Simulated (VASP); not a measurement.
# SrVO3 (P1) in VASP: notebook

SrVO3 is run at these levels: r2SCAN+U, PBE+U; tasks: single point.

All numbers are computed with VASP 6.6.1; they aren't measurements. Logs are shortened: lines on timing, memory, paths and dates and some standing lists are left out, and cuts for length are marked.

### 1 The cell of the first run

The typed cell holds 5 atoms: a = 3.733 Å, b = 3.746 Å, c = 3.733 Å, α = 89.45°, β = 89.86°, γ = 89.98°.

### 2 Single point, r2SCAN+U, collinear spin, ferromagnetic start

Input file POSCAR:

```
SrVO3
1.0
    3.7333380000      0.0005360000      0.0045080000
    0.0005360000      3.7455430000      0.0180890000
    0.0045080000      0.0180890000      3.7333210000
Sr V O
1 1 3
Direct
    0.5065320000      0.5022970000      0.5232120000
    0.0013110000      0.0018520000      0.0054210000
    0.4917810000      0.0112630000      0.0010630000
    0.9834710000      0.5043820000      0.0084510000
    0.9879530000      0.9967660000      0.5014030000
```

Input file INCAR.step1:

```
SYSTEM = SrVO3
ALGO = Normal
EDIFF = 1E-4
ENCUT = 520
GGA = PE
ISMEAR = 1
ISPIN = 2
LASPH = .TRUE.
LCHARG = .FALSE.
LDAU = .TRUE.
LDAUJ = 0 0 0
LDAUL = -1 2 -1
LDAUTYPE = 2
LDAUU = 0 1.04 0
LMAXMIX = 4
LREAL = .FALSE.
LWAVE = .TRUE.
MAGMOM = 0 0.8 0 0 0
NBANDS = 32
NELM = 150
PREC = Accurate
SIGMA = 0.0276
```

Input file INCAR.step2:

```
SYSTEM = SrVO3
ALGO = Normal
EDIFF = 1E-7
ENCUT = 520
ISIF = 2
ISMEAR = 1
ISPIN = 2
ISTART = 1
LASPH = .TRUE.
LCHARG = .FALSE.
LDAU = .TRUE.
LDAUJ = 0 0 0
LDAUL = -1 2 -1
LDAUPRINT = 1
LDAUTYPE = 2
LDAUU = 0 1.04 0
LMAXMIX = 4
LMIXTAU = .TRUE.
LORBIT = 11
LREAL = .FALSE.
LWAVE = .FALSE.
MAGMOM = 0 0.8 0 0 0
METAGGA = R2SCAN
NBANDS = 32
NELM = 150
PREC = Accurate
SIGMA = 0.0276
```

Input file KPOINTS:

```
Automatic mesh
0
Gamma
  5 5 5
  0.5 0.5 0.5
```

Potentials or basis: VASP PAW PBE potentials, release 64 (Sr_sv, V_sv, O).

Run with:

```bash
$ cat potpaw_PBE.64/Sr_sv/POTCAR potpaw_PBE.64/V_sv/POTCAR potpaw_PBE.64/O/POTCAR > POTCAR
$ cp INCAR.step1 INCAR
$ mpirun -np 1 vasp_std > vasp.out
$ cp INCAR.step2 INCAR
$ mpirun -np 1 vasp_std > vasp.out
```

OUTCAR:

```text
SYSTEM = SrVO3
   EDIFF = 1E-7
   ENCUT = 520
   ISIF = 2
   ISMEAR = 1
   ISPIN = 2
   ISTART = 1
   LASPH = .TRUE.
   LORBIT = 11
   LREAL = .FALSE.
   METAGGA = R2SCAN
   NELM = 150
   PREC = Accurate

 ion  position               nearest neighbor table
   1  0.507  0.502  0.523-   4 2.54   3 2.55   5 2.58   5 2.61   4 2.62   3 2.62   4 2.66   5 2.68
                             3 2.69   5 2.71   3 2.71   4 2.74   2 3.18   2 3.20   2 3.20   2 3.22
   2  0.001  0.002  0.005-   3 1.83   5 1.85   4 1.86   5 1.88   4 1.88   3 1.90   1 3.18   1 3.20
                             1 3.20   1 3.22   1 3.25   1 3.27   1 3.28   1 3.30
   3  0.492  0.011  0.001-   2 1.83   2 1.90   1 2.55   1 2.62   1 2.69   1 2.71
   4  0.983  0.504  0.008-   2 1.86   2 1.88   1 2.54   1 2.62   1 2.66   1 2.74
   5  0.988  0.997  0.501-   2 1.85   2 1.88   1 2.58   1 2.61   1 2.68   1 2.71

  LATTYP: Found a triclinic cell.
 ALAT       =     3.7333675446
 B/A-ratio  =     1.0032729630
 C/A-ratio  =     0.9999928257
 COS(alpha) =     0.0002925026
 COS(beta)  =     0.0024156662
 COS(gamma) =     0.0096746964

  Lattice vectors:

 A1 = (  -0.0045080000,  -0.0180890000,  -3.7333210000)
 A2 = (  -0.0005360000,  -3.7455430000,  -0.0180890000)
 A3 = (  -3.7333380000,  -0.0005360000,  -0.0045080000)

Analysis of symmetry for initial positions (statically):
=====================================================================
 Subroutine PRICEL returns:
 Original cell was already a primitive cell.

 Routine SETGRP: Setting up the symmetry group for a
 triclinic supercell.

 Subroutine GETGRP returns: Found  1 space group operations
 (whereof  1 operations were pure point group operations)
 out of a pool of  2 trial point group operations.

The static configuration has the point symmetry C_1 .

Analysis of symmetry for dynamics (positions and initial velocities):
=====================================================================
 Subroutine PRICEL returns:
 Original cell was already a primitive cell.

 Routine SETGRP: Setting up the symmetry group for a
 triclinic supercell.

 Subroutine GETGRP returns: Found  1 space group operations
 (whereof  1 operations were pure point group operations)
 out of a pool of  2 trial point group operations.

The dynamic configuration has the point symmetry C_1 .

Analysis of structural, dynamic, and magnetic symmetry:
=====================================================================
 Subroutine PRICEL returns:
 Original cell was already a primitive cell.

 Routine SETGRP: Setting up the symmetry group for a
 triclinic supercell.

 Subroutine GETGRP returns: Found  1 space group operations
 (whereof  1 operations were pure point group operations)
 out of a pool of  2 trial point group operations.

The overall configuration has the point symmetry C_1 .

 Subroutine INISYM returns: Found  1 space group operations
 (whereof  1 operations are pure point group operations),
 and found     1 'primitive' translations

----------------------------------------------------------------------------------------

                                     Primitive cell

  volume of cell :      52.2031

  direct lattice vectors                    reciprocal lattice vectors
     3.733338000  0.000536000  0.004508000     0.267857204 -0.000036770 -0.000323260
     0.000536000  3.745543000  0.018089000    -0.000036770  0.266990239 -0.001293599
     0.004508000  0.018089000  3.733321000    -0.000323260 -0.001293599  0.267864686

  length of vectors
     3.733340760  3.745586718  3.733367545     0.267857401  0.266993375  0.267868005

  position of ions in fractional coordinates (direct lattice)
     0.506532000  0.502297000  0.523212000
     0.001311000  0.001852000  0.005421000
     0.491781000  0.011263000  0.001063000
     0.983471000  0.504382000  0.008451000
[... 90 lines left out ...]
   TEBEG  =    0.0;   TEEND  =   0.0 temperature during run
   PSTRESS=    0.0 pullay stress
   NELECT =      41.0000    total number of electrons
   NUPDOWN=      -1.0000    fix difference up-down
   EMIN   =  10.00;   EMAX   =-10.00  energy-range for DOS
   EFERMI =   0.00;   METHOD = LEGACY
   ISMEAR =     1;   SIGMA  =   0.03  broadening in eV -4-tet -1-fermi 0-gaus
   EFERMI_NEDOS =   21; number of points for ismear=-14 and -15
   IALGO  =     38    algorithm
   IMIX   =      4    mixing-type and parameters
     AMIX     =   0.40;   BMIX     =  1.00
     AMIX_MAG =   1.60;   BMIX_MAG =  1.00
  volume/ion in A,a.u.               =      10.44        70.46
  Fermi-wavevector in a.u.,A,eV,Ry     =   1.510441  2.854321 31.040787  2.281434
  Thomas-Fermi vector in A             =   2.620631
   LORBIT       =     11    0 simple, 1 ext, 2 COOP (PROOUT), +10 PAW based schemes
 LDA+U is selected, type is set to LDAUTYPE =  2
   angular momentum for each species LDAUL =    -1    2   -1
   U (eV)           for each species LDAUU =   0.0  1.0  0.0
   J (eV)           for each species LDAUJ =   0.0  0.0  0.0
   METAGGA = R2SCAN    functional components
   LHFCALC =     F    Hartree Fock is set to
   AEXX    =    0.0000 exact exchange contribution
   IVDW    =     0    specifies the selected vdW correction
   LEPSILON=     F    determine dielectric tensor
   LRPA    =     F    only Hartree local field effects (RPA)
 spin polarized calculation
 Methfessel and Paxton  Order N= 1 SIGMA  =   0.03
  energy-cutoff  :      520.00
  volume of cell :       52.20
 maximum number of plane-waves:      1423
   NGX = 13   NGY = 13   NGZ = 13

atom =   2  type =  2  l = 2

 onsite density matrix

spin component  1

  0.2810 -0.0003 -0.0005  0.0097  0.0002
 -0.0003  0.2818  0.0000 -0.0008 -0.0001
 -0.0005  0.0000  0.3300 -0.0001 -0.0017
  0.0097 -0.0008 -0.0001  0.2824 -0.0001
  0.0002 -0.0001 -0.0017 -0.0001  0.3292

spin component  2

  0.3011  0.0004 -0.0006 -0.0296  0.0002
  0.0004  0.2825  0.0012 -0.0012 -0.0021
 -0.0006  0.0012  0.3310 -0.0002 -0.0016
 -0.0296 -0.0012 -0.0002  0.2994  0.0002
  0.0002 -0.0021 -0.0016  0.0002  0.3299

 occupancies and eigenvectors

  o =  0.2706  v =  0.0000  0.0000  0.0000  0.0000  0.0000  0.6956  0.0459  0.0082  0.7169 -0.0023      0.0000  0.0000  0.0000  0.0000  0.0000  0.0000  0.0000  0.0000  0.0000  0.0000
  o =  0.2720  v =  0.7309 -0.0377  0.0049 -0.6814 -0.0037  0.0000  0.0000  0.0000  0.0000  0.0000      0.0000  0.0000  0.0000  0.0000  0.0000  0.0000  0.0000  0.0000  0.0000  0.0000
  o =  0.2817  v = -0.0838 -0.9959 -0.0008 -0.0348 -0.0008  0.0000  0.0000  0.0000  0.0000  0.0000      0.0000  0.0000  0.0000  0.0000  0.0000  0.0000  0.0000  0.0000  0.0000  0.0000
  o =  0.2824  v =  0.0000  0.0000  0.0000  0.0000  0.0000 -0.0483  0.9975 -0.0240 -0.0166  0.0427      0.0000  0.0000  0.0000  0.0000  0.0000  0.0000  0.0000  0.0000  0.0000  0.0000
  o =  0.2915  v =  0.6773 -0.0826  0.0101  0.7310 -0.0020  0.0000  0.0000  0.0000  0.0000  0.0000      0.0000  0.0000  0.0000  0.0000  0.0000  0.0000  0.0000  0.0000  0.0000  0.0000
  o =  0.3278  v =  0.0033  0.0007 -0.6189  0.0034 -0.7855  0.0000  0.0000  0.0000  0.0000  0.0000      0.0000  0.0000  0.0000  0.0000  0.0000  0.0000  0.0000  0.0000  0.0000  0.0000
  o =  0.3288  v =  0.0000  0.0000  0.0000  0.0000  0.0000  0.1037 -0.0160  0.5986 -0.1039  0.7873      0.0000  0.0000  0.0000  0.0000  0.0000  0.0000  0.0000  0.0000  0.0000  0.0000
  o =  0.3299  v =  0.0000  0.0000  0.0000  0.0000  0.0000  0.7059  0.0295 -0.0198 -0.6872 -0.1680      0.0000  0.0000  0.0000  0.0000  0.0000  0.0000  0.0000  0.0000  0.0000  0.0000
  o =  0.3314  v =  0.0107 -0.0009 -0.7854  0.0026  0.6189  0.0000  0.0000  0.0000  0.0000  0.0000      0.0000  0.0000  0.0000  0.0000  0.0000  0.0000  0.0000  0.0000  0.0000  0.0000
  o =  0.3323  v =  0.0000  0.0000  0.0000  0.0000  0.0000  0.0687 -0.0421 -0.8004 -0.0529  0.5917      0.0000  0.0000  0.0000  0.0000  0.0000  0.0000  0.0000  0.0000  0.0000  0.0000

 number of electron      40.9999995 magnetization      -0.0400843

 Free energy of the ion-electron system (eV)
  ---------------------------------------------------
  ext. energy  EPLUGINS =         0.00000000
  ---------------------------------------------------
  free energy    TOTEN  =       -61.03235317 eV

  energy without entropy =      -61.03241219  energy(sigma->0) =      -61.03237284

 E-fermi :   7.7013     XC(G=0): -12.7670

 val. band max:        7.6711562920   @ k =   0.1000  -0.3000   0.3000
 cond. band min:       7.7049432048   @ k =  -0.3000  -0.1000   0.1000
 fundamental gap:      0.0337869128
 Fermi energy:         7.7013344835

 spin component 1

 k-point     1 :       0.1000    0.1000    0.1000
  band No.  band energies     occupation
      1     -61.4632      1.00000
      2     -34.2667      1.00000
      3     -34.2017      1.00000
      4     -34.1768      1.00000
      5     -28.6461      1.00000
      6     -14.3886      1.00000
[... 1673 lines left out ...]
     31      16.0682      0.00000
     32      21.9319      0.00000

 [... further k-points ...]
[... 5 lines left out ...]
  --------------------------------------------------------------------------------------
  -------------------------------------------------------------------------------------
  Total        6.5529707      6.1386049      6.5051869      0.0403455     -0.4719819     -0.0191965
  in kB      201.1185728    188.4011872    199.6520320      1.2382528    -14.4856951     -0.5891625
  external PRESSURE =     196.3905973 kB  Pullay stress =       0.0000000 kB

 VOLUME and BASIS-vectors are now :
 -----------------------------------------------------------------------------
  energy-cutoff  :      520.00
  volume of cell :       52.20
      direct lattice vectors                 reciprocal lattice vectors
     3.733338000  0.000536000  0.004508000     0.267857204 -0.000036770 -0.000323260
     0.000536000  3.745543000  0.018089000    -0.000036770  0.266990239 -0.001293599
     0.004508000  0.018089000  3.733321000    -0.000323260 -0.001293599  0.267864686

 POSITION                                       TOTAL-FORCE (eV/Angst)
 -----------------------------------------------------------------------------------
      1.89368      1.89111      1.96469        -0.348170      0.053275     -0.506135
      0.00492      0.00704      0.02028        -0.711061      0.149149      0.015032
      1.83600      0.04247      0.00639         0.237163     -0.270905      0.174695
      3.67194      1.88986      0.04511         0.486237     -0.138586     -0.062785
      3.69116      3.74303      1.89438         0.335831      0.207067      0.379193
 -----------------------------------------------------------------------------------
    total drift:                                0.037892     -0.041803     -0.050881

  FREE ENERGIE OF THE ION-ELECTRON SYSTEM (eV)
  ---------------------------------------------------
  free  energy   TOTEN  =       -61.0323531686 eV

  energy  without entropy=      -61.0324121865  energy(sigma->0) =      -61.03237284

 total charge

# of ion       s       p       d       tot
------------------------------------------
    1        2.005   5.913   0.247   8.164
    2        2.312   6.413   3.005  11.731
    3        1.575   3.561   0.000   5.136
    4        1.574   3.559   0.000   5.133
    5        1.574   3.560   0.000   5.135
--------------------------------------------------
tot          9.040  23.007   3.251  35.299

 magnetization (x)

# of ion       s       p       d       tot
------------------------------------------
    1        0.000   0.000  -0.000   0.000
    2       -0.000  -0.000  -0.040  -0.040
    3        0.000   0.001   0.000   0.001
    4        0.000  -0.000   0.000  -0.000
    5        0.000   0.000   0.000   0.000
--------------------------------------------------
tot         -0.000   0.001  -0.040  -0.039
```

Run time: 5.6 min. Hardware: 1 thread of AMD EPYC 9R45 (Zen 5), shared host; peak memory 0.27 GiB.

What came out:

```yaml
Free_energy: -61.0324 eV
Pressure: 19.6 GPa
Largest_force: 0.727 eV/Å
Net_moment: -0.04 μB per cell
Site_moments: Sr +0.00; V -0.04; O +0.00, -0.00 (each value once) μB
Valence_electrons_inside_the_program's_atomic_spheres: Sr 8.16; V 11.73; O 5.14, 5.13 (each value once)
```

Forces in eV/Å, atoms in the order of the input:
```
Sr  -0.348  0.053 -0.506
V   -0.711  0.149  0.015
O    0.237 -0.271  0.175
O    0.486 -0.139 -0.063
O    0.336  0.207  0.379
```

Stress tensor (GPa, compression positive):
```
20.11  0.12 -0.06
 0.12 18.84 -1.45
-0.06 -1.45 19.97
```

Eigenvalues of the final occupation matrices:
```
    site  spin  trace               eigenvalues
site 2 d     1   1.50  0.27 0.28 0.29 0.33 0.33
site 2 d     2   1.54  0.27 0.28 0.33 0.33 0.33
```

Caveat: the cell stands under pressure; the moments typed at the start vanished in this run; the PAW data sets were made with another functional, which shifts forces and pressure a little. The state reached can hang on the start; a lower one may exist.

### 3 Single point, PBE+U, collinear spin, ferromagnetic start

Input file INCAR:

```
SYSTEM = SrVO3
ALGO = Normal
EDIFF = 1E-6
ENCUT = 520
GGA = PE
ISIF = 2
ISMEAR = 1
ISPIN = 2
ISYM = 0
LASPH = .True.
LCHARG = .True.
LDAU = .True.
LDAUJ = 0 0 0
LDAUL = -1 2 -1
LDAUPRINT = 1
LDAUTYPE = 2
LDAUU = 0 1.04 0
LELF = .True.
LMAXMIX = 4
LORBIT = 11
LREAL = .False.
LVHAR = .True.
LWAVE = .False.
MAGMOM = 0 0.8 0 0 0
NBANDS = 32
NELM = 150
PREC = Accurate
SIGMA = 0.0276
```

KPOINTS is that of step 2.

POSCAR is that of step 2.

Potentials or basis: VASP PAW PBE potentials, release 64 (Sr_sv, V_sv, O).

Run with:

```bash
$ cat potpaw_PBE.64/Sr_sv/POTCAR potpaw_PBE.64/V_sv/POTCAR potpaw_PBE.64/O/POTCAR > POTCAR
$ mpirun -np 1 vasp_std > vasp.out
```

It took 95 s on 1 thread of AMD EPYC 9R45 (Zen 5), shared host; peak memory 0.26 GiB.

The run converged. Its results:

```yaml
Free_energy: -37.8171 eV
Pressure: 23.8 GPa
Largest_force: 0.719 eV/Å
Net_moment: -0.04 μB per cell
Site_moments: Sr -0.00; V -0.04; O +0.00, -0.00 (each value once) μB
Valence_electrons_inside_the_program's_atomic_spheres: Sr 8.09; V 11.81; O 5.10
```

Forces on the atoms (eV/Å):
```
Sr  -0.314  0.044 -0.480
V   -0.699  0.167  0.020
O    0.245 -0.261  0.153
O    0.448 -0.135 -0.069
O    0.320  0.185  0.376
```

Stress tensor (GPa, compression positive):
```
24.07  0.12 -0.08
 0.12 23.34 -1.40
-0.08 -1.40 23.99
```

Levels at points of the mesh, in eV from the Fermi level:
Spin up:
| k point | band 18 | band 19 | band 20 | band 21 | band 22 | band 23 |
| --- | --- | --- | --- | --- | --- | --- |
| (0.50, 0.50, 0.50) | -2.78 | -2.76 | -2.75 | 1.33 | 1.36 | 1.39 |
Spin down:
```
           k point  band 17  band 18  band 19  band 20  band 21  band 22  band 23  band 24
(0.50, 0.50, 0.50)    -6.80    -2.78    -2.76    -2.75     1.27     1.31     1.34     4.79
```

Eigenvalues of the final occupation matrices:
| site | spin | trace | eigenvalues |
| --- | --- | --- | --- |
| site 2 d | 1 | 1.53 | 0.29 0.29 0.29 0.33 0.34 |
| site 2 d | 2 | 1.57 | 0.29 0.29 0.32 0.33 0.34 |

Caveat: the cell stands under pressure; the moments typed at the start vanished in this run. The state reached can hang on the start; a lower one may exist.
